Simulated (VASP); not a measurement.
# GaCo (P-1) in VASP: single point with PBE

Aim: the single point of GaCo with PBE.

Program: VASP 6.6.1. These are calculated values, not measurements. Logs are shortened: lines on timing, memory, paths and dates and some standing lists are left out, and cuts for length are marked.

### 1 The cell of the first run

The typed cell holds 8 atoms: a = 4.994 Å, b = 4.707 Å, c = 5.506 Å, α = 73.00°, β = 56.63°, γ = 66.27°.

### 2 Single point, PBE

Contents of INCAR:

```
PREC = Accurate
ENCUT = 520
EDIFF = 1E-7
ISMEAR = 0
SIGMA = 0.2
LREAL = F
LASPH = T
NELM = 100
ALGO = Fast
ISIF = 2
LWAVE = F
LCHARG = F
GGA = PE
NBANDS = 54
```

Contents of KPOINTS:

```
regular mesh
0
Gamma
  6 6 4
```

Contents of POSCAR:

```
GaCo
1.0
   -2.0697971068     -2.7383595838      3.6277207659
   -1.3662217284      2.5221864115      3.7321431359
   -5.4331267563     -0.7183357194      0.5267349378
Ga Co
4 4
Direct
    0.8027806723      0.7670789393      0.6568683495
    0.8027660775      0.7670739073      0.1568855955
    0.1972280540      0.2329327411      0.8431207833
    0.1972212158      0.2329148841      0.3431252891
    0.3077952973      0.7461185658      0.6596857028
    0.3078336595      0.7460717946      0.1596574372
    0.6921829948      0.2539094650      0.8403357407
    0.6921920289      0.2538997030      0.3403211018
```

Potentials or basis: VASP PAW PBE potentials, release 64 (Ga_d, Co).

Command:

```
$ cat potpaw_PBE.64/Ga_d/POTCAR potpaw_PBE.64/Co/POTCAR > POTCAR
$ mpirun -np 1 vasp_std > vasp.out
```

OUTCAR:

```text
PREC = Accurate
   ENCUT = 520
   EDIFF = 1E-7
   ISMEAR = 0
   LREAL = F
   LASPH = T
   NELM = 100
   ISIF = 2
   GGA = PE

 ion  position               nearest neighbor table
   1  0.803  0.767  0.657-   7 2.49   5 2.49   6 2.50   5 2.50   6 2.51   7 2.51   8 2.51   3 2.75
                             2 2.75   2 2.75   3 2.83   4 2.83
   2  0.803  0.767  0.157-   8 2.49   6 2.49   5 2.50   6 2.50   5 2.51   8 2.51   7 2.51   4 2.75
                             1 2.75   1 2.75   4 2.83   3 2.83
   3  0.197  0.233  0.843-   5 2.49   7 2.49   8 2.50   7 2.50   8 2.51   5 2.51   6 2.51   1 2.75
                             4 2.75   4 2.75   1 2.83   2 2.83
   4  0.197  0.233  0.343-   6 2.49   8 2.49   7 2.50   8 2.50   7 2.51   6 2.51   5 2.51   2 2.75
                             3 2.75   3 2.75   2 2.83   1 2.83
   5  0.308  0.746  0.660-   3 2.49   1 2.49   2 2.50   1 2.50   2 2.51   3 2.51   4 2.51   7 2.69
                             8 2.69   6 2.75   6 2.75   7 2.88
   6  0.308  0.746  0.160-   4 2.49   2 2.49   1 2.50   2 2.50   1 2.51   4 2.51   3 2.51   8 2.69
                             7 2.69   5 2.75   5 2.75   8 2.88
   7  0.692  0.254  0.840-   1 2.49   3 2.49   4 2.50   3 2.50   4 2.51   1 2.51   2 2.51   5 2.69
                             6 2.69   8 2.75   8 2.75   5 2.88
   8  0.692  0.254  0.340-   2 2.49   4 2.49   3 2.50   4 2.50   3 2.51   2 2.51   1 2.51   6 2.69
                             5 2.69   7 2.75   7 2.75   6 2.88

  LATTYP: Found a triclinic cell.
 ALAT       =     6.5877682089
 B/A-ratio  =     1.3209717894
 C/A-ratio  =     0.8357402036
 COS(alpha) =     0.0006361710
 COS(beta)  =     0.6276772547
 COS(gamma) =     0.7135428724

  Lattice vectors:

 A1 = (   4.7295513779,  -4.5422102759,  -0.6311573078)
 A2 = (   0.6626463500,  -7.7827324068,  -3.8365655059)
 A3 = (   5.4331267563,   0.7183357194,  -0.5267349378)

Analysis of symmetry for initial positions (statically):
=====================================================================
 Subroutine PRICEL returns:
 Original cell was already a primitive cell.

 Routine SETGRP: Setting up the symmetry group for a
 triclinic supercell.

 Subroutine GETGRP returns: Found  1 space group operations
 (whereof  1 operations were pure point group operations)
 out of a pool of  2 trial point group operations.

The static configuration has the point symmetry C_1 .

Analysis of symmetry for dynamics (positions and initial velocities):
=====================================================================
 Subroutine PRICEL returns:
 Original cell was already a primitive cell.

 Routine SETGRP: Setting up the symmetry group for a
 triclinic supercell.

 Subroutine GETGRP returns: Found  1 space group operations
 (whereof  1 operations were pure point group operations)
 out of a pool of  2 trial point group operations.

The dynamic configuration has the point symmetry C_1 .

 Subroutine INISYM returns: Found  1 space group operations
 (whereof  1 operations are pure point group operations),
 and found     1 'primitive' translations

----------------------------------------------------------------------------------------

                                     Primitive cell

  volume of cell :      98.5291

  direct lattice vectors                    reciprocal lattice vectors
    -2.069797107 -2.738359584  3.627720766     0.040693099 -0.198495319  0.149039834
    -1.366221728  2.522186411  3.732143136    -0.011809013  0.188975923  0.135909515
    -5.433126756 -0.718335719  0.526734938    -0.196588958  0.028098373 -0.090954025

  length of vectors
     4.994299874  4.707109356  5.505662744     0.251533680  0.233072411  0.218424751

  position of ions in fractional coordinates (direct lattice)
     0.802780672  0.767078939  0.656868350
     0.802766078  0.767073907  0.156885596
     0.197228054  0.232932741  0.843120783
     0.197221216  0.232914884  0.343125289
     0.307795297  0.746118566  0.659685703
     0.307833659  0.746071795  0.159657437
     0.692182995  0.253909465  0.840335741
     0.692192029  0.253899703  0.340321102

  ion indices of the primitive-cell ions
   primitive index   ion index
                 1           1
                 2           2
                 3           3
                 4           4
                 5           5
                 6           6
                 7           7
                 8           8

----------------------------------------------------------------------------------------

 KPOINTS: regular mesh

Automatic generation of k-mesh.
 Grid dimensions read from file:
 generate k-points for:    6    6    4

 Generating k-lattice:

  Cartesian coordinates                     Fractional coordinates (reciprocal lattice)
     0.006782183 -0.033082553  0.024839972     0.166666667  0.000000000 -0.000000000
    -0.001968169  0.031495987  0.022651586    -0.000000000  0.166666667 -0.000000000
    -0.049147240  0.007024593 -0.022738506     0.000000000  0.000000000  0.250000000

  Length of vectors
     0.041922280  0.038845402  0.054606188

  Shift w.r.t. Gamma in fractional coordinates (k-lattice)
     0.000000000  0.000000000  0.000000000

 Subroutine IBZKPT returns following result:
 ===========================================

 Found     76 irreducible k-points:

 Following reciprocal coordinates:
            Coordinates               Weight
  0.000000  0.000000  0.000000      1.000000
  0.166667 -0.000000  0.000000      2.000000
  0.333333 -0.000000  0.000000      2.000000
  0.500000  0.000000  0.000000      1.000000
 -0.000000  0.166667  0.000000      2.000000
  0.166667  0.166667  0.000000      2.000000
[... 16 lines left out ...]
  0.333333 -0.000000  0.250000      2.000000
  0.500000  0.000000  0.250000      2.000000
 [... further k-points ...]
   k-points           NKPTS =     76   k-points in BZ     NKDIM =     76   number of bands    NBANDS=     54
   number of dos      NEDOS =    301   number of ions     NIONS =      8
   total plane-waves  NPLWV =  60480
   dimension x,y,z NGX =    40 NGY =   36 NGZ =   42
   dimension x,y,z NGXF=    80 NGYF=   72 NGZF=   84
   ions per type =               4   4
   NGX,Y,Z   is equivalent  to a cutoff of  13.31, 12.71, 12.68 a.u.
   NGXF,Y,Z  is equivalent  to a cutoff of  26.63, 25.43, 25.36 a.u.
 SYSTEM =  unknown system
   PREC   = accura    normal or accurate (medium, high low for compatibility)
   ISTART =      0    job   : 0-new  1-cont  2-samecut
   ICHARG =      2    charge: 1-file 2-atom 10-const
   ISPIN  =      1    spin polarized calculation?
   LNONCOLLINEAR =      F non collinear calculations
   LSORBIT =      F    spin-orbit coupling
   LASPH  =      T    aspherical Exc in radial PAW
   ENCUT  =  520.0 eV  38.22 Ry    6.18 a.u.   9.29  8.75 10.24*2*pi/ulx,y,z
   NELM   =    100;   NELMIN=  2; NELMDL= -5     # of ELM steps
   EDIFF  = 0.1E-06   stopping-criterion for ELM
   LREAL  =      F    real-space projection
   EDIFFG = 0.1E-05   stopping-criterion for IOM
   NSW    =      0    number of steps for IOM
   IBRION =     -1    ionic relax: 0-MD 1-quasi-New 2-CG
   NFREE  =      0    steps in history (QN), initial steepest desc. (CG)
   ISIF   =      2    stress and relaxation
   ISYM   =      2    0-nonsym 1-usesym 2-fastsym
   POTIM  = 0.5000    time-step for ionic-motion
   TEBEG  =    0.0;   TEEND  =   0.0 temperature during run
   PSTRESS=    0.0 pullay stress
   NELECT =      88.0000    total number of electrons
   NUPDOWN=      -1.0000    fix difference up-down
   EMIN   =  10.00;   EMAX   =-10.00  energy-range for DOS
   EFERMI =   0.00;   METHOD = LEGACY
   ISMEAR =     0;   SIGMA  =   0.20  broadening in eV -4-tet -1-fermi 0-gaus
   EFERMI_NEDOS =   21; number of points for ismear=-14 and -15
   IALGO  =     68    algorithm
   IMIX   =      4    mixing-type and parameters
     AMIX     =   0.40;   BMIX     =  1.00
     AMIX_MAG =   1.60;   BMIX_MAG =  1.00
  volume/ion in A,a.u.               =      12.32        83.11
  Fermi-wavevector in a.u.,A,eV,Ry     =   1.576573  2.979292 33.818417  2.485584
  Thomas-Fermi vector in A             =   2.677386
   LORBIT       =      0    0 simple, 1 ext, 2 COOP (PROOUT), +10 PAW based schemes
   GGA     = PE    functional components
   LHFCALC =     F    Hartree Fock is set to
   AEXX    =    0.0000 exact exchange contribution
   IVDW    =     0    specifies the selected vdW correction
   LEPSILON=     F    determine dielectric tensor
   LRPA    =     F    only Hartree local field effects (RPA)
 non-spin polarized calculation
 RMM-DIIS sequential band-by-band and
 Gauss-broadening in eV      SIGMA  =   0.20
  energy-cutoff  :      520.00
  volume of cell :       98.53
 maximum number of plane-waves:      2672
 NGX is ok and might be reduce to    40
   NGX = 19   NGY = 17   NGZ = 21

 number of electron      88.0000003 magnetization

 Free energy of the ion-electron system (eV)
  ---------------------------------------------------
  ext. energy  EPLUGINS =         0.00000000
  ---------------------------------------------------
  free energy    TOTEN  =       -41.18112301 eV

  energy without entropy =      -41.01045647  energy(sigma->0) =      -41.09578974

 E-fermi :   9.0333     XC(G=0): -12.9929

 val. band max:        9.0279826006   @ k =   0.3333   0.3333  -0.0000
 cond. band min:       9.0354236547   @ k =  -0.1667   0.3333   0.2500
 fundamental gap:      0.0074410541
 Fermi energy:         9.0333115144

 k-point     1 :       0.0000    0.0000    0.0000
  band No.  band energies     occupation
      1      -5.8414      2.00000
      2      -5.8256      2.00000
      3      -5.8104      2.00000
      4      -5.7694      2.00000
      5      -5.7268      2.00000
      6      -5.7243      2.00000
[... 46 lines left out ...]
     53      13.5077      0.00000
     54      14.8184      0.00000

 k-point     2 :       0.1667   -0.0000    0.0000
  band No.  band energies     occupation
      1      -5.8460      2.00000
      2      -5.8414      2.00000
      3      -5.7866      2.00000
      4      -5.7508      2.00000
      5      -5.7371      2.00000
      6      -5.7227      2.00000
[... 46 lines left out ...]
     53      13.5220      0.00000
     54      15.8829      0.00000
[... 1195 lines left out ...]
     53      14.5275      0.00000
     54      15.5691      0.00000

 k-point    24 :       0.5000    0.0000    0.2500
  band No.  band energies     occupation
      1      -5.8197      2.00000
      2      -5.8043      2.00000
      3      -5.7347      2.00000
      4      -5.7013      2.00000
      5      -5.6822      2.00000
      6      -5.6812      2.00000
[... 46 lines left out ...]
     53      14.9196      0.00000
     54      16.1628      0.00000

 [... further k-points ...]
[... 5 lines left out ...]
  --------------------------------------------------------------------------------------
  -------------------------------------------------------------------------------------
  Total        0.1876945      0.1452191      0.0716560      0.0264442      0.0094396     -0.0383328
  in kB        3.0520908      2.3614005      1.1651949      0.4300080      0.1534967     -0.6233286
  external PRESSURE =       2.1928954 kB  Pullay stress =       0.0000000 kB

 VOLUME and BASIS-vectors are now :
 -----------------------------------------------------------------------------
  energy-cutoff  :      520.00
  volume of cell :       98.53
      direct lattice vectors                 reciprocal lattice vectors
    -2.069797107 -2.738359584  3.627720766     0.040693099 -0.198495319  0.149039834
    -1.366221728  2.522186411  3.732143136    -0.011809013  0.188975923  0.135909515
    -5.433126756 -0.718335719  0.526734938    -0.196588958  0.028098373 -0.090954025

 POSITION                                       TOTAL-FORCE (eV/Angst)
 -----------------------------------------------------------------------------------
     -6.27844     -0.73544      6.12111        -0.001363     -0.001494     -0.009525
     -3.56194     -0.37626      5.85768        -0.001231     -0.001548     -0.009565
     -5.30724     -0.55823      2.02893         0.001232      0.001460      0.009712
     -2.59066     -0.19909      1.76547         0.001313      0.001461      0.009592
     -5.24059      0.56512      4.24870         0.000800     -0.004219      0.005364
     -2.52389      0.92409      3.98528         0.000307     -0.003063      0.005464
     -6.34523     -1.85868      3.90131        -0.000418      0.003586     -0.005425
     -3.62859     -1.49955      3.63793        -0.000640      0.003815     -0.005616
 -----------------------------------------------------------------------------------
    total drift:                                0.000001     -0.000001     -0.000000

  FREE ENERGIE OF THE ION-ELECTRON SYSTEM (eV)
  ---------------------------------------------------
  free  energy   TOTEN  =       -41.1811230052 eV

  energy  without entropy=      -41.0104564656  energy(sigma->0) =      -41.09578974
```

It took 8.5 min on 1 thread of Intel Xeon Platinum 8559C (Emerald Rapids), shared host; peak memory 0.45 GiB.

What came out:

```
Free energy            : -41.1811 eV
Pressure               : 0.2 GPa
Largest force          : 0.010 eV/Å
Band gap on the k mesh : zero (bands 44 and 45 overlap by 0.51 eV)
```

Forces on the atoms (eV/Å):
```
Ga  -0.001 -0.001 -0.010
Ga  -0.001 -0.002 -0.010
Ga   0.001  0.001  0.010
Ga   0.001  0.001  0.010
Co   0.001 -0.004  0.005
Co   0.000 -0.003  0.005
Co   0.000  0.004 -0.005
Co  -0.001  0.004 -0.006
```

Caveat: the run has no spin polarisation, though such a crystal can be magnetic. Spin polarisation is off, so any magnetic state and its effect on volume and gap are missing.
